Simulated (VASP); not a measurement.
Wanted: the native input for a VASP 6.6.1 run.

- Task: single point
- Functional: PBE
- Potentials or basis: VASP PAW PBE potentials, release 64 (Ti_sv, W_sv)
- Cutoff: 520 eV
- k mesh: 6 × 6 × 2
- Occupations: gaussian, width 0.1 eV
- Spin: no spin polarisation
- Dipole correction: no
- Further INCAR settings: ALGO = Normal; EDIFF = 1e-06; NBANDS = 46

The structure of Ti5W lies in POSCAR:

```
Ti5W
1.0
    2.8823874977      0.0000000030      0.0000000000
   -1.4411937514      2.4962207950      0.0000000000
    0.0000000000      0.0000000000     14.2076132909
Ti W
5 1
Direct
    0.3333333333      0.6666666667      0.8324493003
    0.3333333333      0.6666666667      0.1675506997
    0.3333333333      0.6666666667      0.5000000000
    0.6666666667      0.3333333333      0.3315566505
    0.6666666667      0.3333333333      0.6684433495
    0.6666666667      0.3333333333      0.0000000000
```

The input as run:

INCAR

```
  ALGO = Normal
  EDIFF = 1E-6
  ENCUT = 520
  GGA = PE
  ISIF = 2
  ISMEAR = 0
  LASPH = T
  LCHARG = F
  LREAL = F
  LWAVE = F
  NBANDS = 46
  NELM = 60
  PREC = Accurate
  SIGMA = 0.1
```

KPOINTS

```
k-points
0
Gamma
  6 6 2
```

Potentials or basis: VASP PAW PBE potentials, release 64 (Ti_sv, W_sv).

Run with:

```bash
$ cat potpaw_PBE.64/Ti_sv/POTCAR potpaw_PBE.64/W_sv/POTCAR > POTCAR
$ mpirun -np 1 vasp_std > vasp.out
```

It gave:

```json
{
  "Pressure": "-0.2 GPa",
  "Largest force": "0.013 eV/Å",
  "Band gap on the k mesh": "zero (bands 37 and 38 overlap by 0.92 eV)"
}
```

Caveat: the k points lie up to 0.42 Å⁻¹ apart, too coarse for converged energies and pressures of a metal; spin-orbit coupling is left out, which moves the levels of the heavy elements.

Run time: 3.2 min on 1 thread of Intel Xeon 8259CL, on a shared host, peak memory 0.26 GiB.
